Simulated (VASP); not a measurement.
Runs of VASP 6.6.1 on Sr3BiN. The structure is that of space group Pm-3m (No. 221), or close to it. The cells are those of the table. 

```tsv
cell	gap on the mesh (eV)	pressure (GPa)
a = 5.235, b = 5.235, c = 5.252 Å, 5 atoms	0.21	-3.2
a = 5.235 Å, 5 atoms	0.22	-3.1
a = 5.235, b = 5.235, c = 5.183 Å, 5 atoms	0.15	(a)
a = 5.235, b = 5.235, c = 5.200 Å, 5 atoms	(b)	-2.8
a = 5.235, b = 5.235, c = 5.217 Å, 5 atoms	0.20	-3.0
```

Alike in all rows: task single point; level LDA; potentials or basis VASP PAW LDA potentials, release 64 (Sr_sv, Bi_d, N); no spin polarisation; k mesh 7 × 7 × 7; cutoff (eV) 520; smearing methfessel-paxton 0.1 eV.

Fill in the values left out.

(a) -2.7; (b) 0.18.

Caveats: spin-orbit coupling is left out, which moves the levels of the heavy elements; an odd mesh through Γ misses points on the zone boundary, where band edges can lie; the cell stands under tension (at least some runs).

A k mesh can miss the band edges, and the runs leave out spin-orbit coupling on Bi, Sr.
